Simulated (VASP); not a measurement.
Runs of VASP 6.6.1 on Ga2O3. The structure is that of space group R-3c (No. 167), or close to it. The cells are those of the table. 

```csv
cell,gap on the mesh (eV),pressure (GPa),largest force (eV/Å)
"a = 5.574 Å, angles 56.9°, 10 atoms",1.18,(b),0.06
"a = 5.591 Å, angles 53.8°, 10 atoms",1.87,(a),0.16
"a = 5.344 Å, angles 58.0°, 10 atoms",2.02,-4.3,0.26
"a = 5.418 Å, angles 52.6°, 10 atoms",3.08,21.7,0.52
"a = 5.321 Å, angles 53.7°, 10 atoms",3.45,28.4,0.40
```

Alike in all rows: task single point; level PBE; potentials or basis VASP PAW PBE potentials, release 64 (Ga_d, O); no spin polarisation; k mesh 6 × 6 × 6; cutoff (eV) 520; smearing gaussian 0.05 eV.

Fill in the values left out.

(a) -7.1; (b) -18.0.

Caveats: the cell stands under tension (at least some runs); the cell stands under pressure (at least some runs).

A k mesh can miss the band edges, and the runs leave out spin-orbit coupling on Ga.
